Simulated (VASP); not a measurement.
Set up this calculation in VASP 6.6.1, as the native input.

| Item | Value |
| --- | --- |
| Task | single point |
| Functional | PBEsol |
| Potentials or basis | VASP PAW PBE potentials, release 64 (Pd) |
| Cutoff | 520 eV |
| k mesh | 12 × 12 × 12 |
| Occupations | fermi-dirac, width 0.05 eV |
| Spin | no spin polarisation |
| Dipole correction | no |
| Further INCAR settings | ALGO = Normal; EDIFF = 1e-06; NBANDS = 11 |

The structure of Pd lies in POSCAR:

```
Pd
1.0
   -1.5826937604      1.5826937604      1.5826937604
    1.5826937604     -1.5826937604      1.5826937604
    1.5826937604      1.5826937604     -1.5826937604
Pd
1
Direct
    0.0000000000      0.0000000000      0.0000000000
```

This cell differs from its parent crystal: volume scaled by 1.02.

One way to write it, as run:

INCAR

```
SYSTEM = Pd
ALGO = Normal ; EDIFF = 1E-6
ENCUT = 520 ; GGA = PS
ISIF = 2 ; ISMEAR = -1
LASPH = .TRUE. ; LCHARG = .FALSE.
LREAL = .FALSE. ; LWAVE = .FALSE.
NBANDS = 11 ; NELM = 60
PREC = Accurate ; SIGMA = 0.05
```

KPOINTS

```
k-points
0
G
  12 12 12
  0 0 0
```

Potentials or basis: VASP PAW PBE potentials, release 64 (Pd).

Launch:

```sh
$ cat potpaw_PBE.64/Pd/POTCAR > POTCAR
$ mpirun -np 1 vasp_std > vasp.out
```

Results of the run:

- Pressure: -12.9 GPa
- Band gap on the k mesh: zero (band 5 reaches 8.98 eV, above the bottom of band 6 at 7.49 eV)

Caveat: the PAW data sets were made with another functional, which shifts forces and pressure a little.

Run time: 8.4 s on 1 thread of AMD EPYC 7R43 64-Core Processor (Zen 3), on a shared host, peak memory 0.1 GiB.
